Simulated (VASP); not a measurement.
A run of VASP 6.6.1 is set up as follows.

The input INCAR:

```
SYSTEM = TiSi2
PREC     = Accurate       ! precision mode
ENCUT    = 520            ! plane-wave cutoff, eV
EDIFF    = 1E-6           ! SCF threshold, eV
ISMEAR   = 0              ! smearing method
SIGMA    = 0.15           ! smearing width, eV
LREAL    = .FALSE.        ! projectors in reciprocal space
LASPH    = .TRUE.         ! aspherical terms in the spheres
NELM     = 100            ! most SCF steps
ALGO     = Normal         ! electronic algorithm
ISIF     = 2              ! what is computed and relaxed
LWAVE    = .FALSE.        ! write WAVECAR
LCHARG   = .TRUE.         ! write CHGCAR
GGA      = PE             ! functional
LELF     = .TRUE.         ! ELF
LVHAR    = .TRUE.       
NBANDS   = 29             ! bands
```

File KPOINTS:

```
Automatic mesh
0
G
  12 12 12
  0 0 0
```

Contents of POSCAR:

```
TiSi2
1.0
    1.8053120710     -6.3703458425      0.0000000000
    1.8053120710      6.3703458425      0.0000000000
    0.0000000000      0.0000000000      3.6428970510
Ti Si
2 4
Direct
    0.8968075258      0.1031924742      0.7500000000
    0.1031924742      0.8968075258      0.2500000000
    0.5591373591      0.4408626409      0.7500000000
    0.4408626409      0.5591373591      0.2500000000
    0.2498287182      0.7501712818      0.7500000000
    0.7501712818      0.2498287182      0.2500000000
```

Potentials or basis: VASP PAW PBE potentials, release 64 (Ti_sv, Si).

Command:

```sh
$ cat potpaw_PBE.64/Ti_sv/POTCAR potpaw_PBE.64/Si/POTCAR > POTCAR
$ mpirun -np 1 vasp_std > vasp.out
```

Task: Estimate the largest force.

Result: 0.762 eV/Å.

Task: Predict the pressure.

Result: 3.2 GPa.

Task: What does it give for the band gap on the k mesh?

Result: Zero (band 20 reaches 11.11 eV, above the bottom of band 21 at 10.22 eV).

Forces on the atoms (eV/Å):
```
Ti   0.000 -0.762  0.000
Ti   0.000  0.762  0.000
Si   0.000 -0.454  0.000
Si   0.000  0.454  0.000
Si   0.000  0.055  0.000
Si   0.000 -0.055  0.000
```
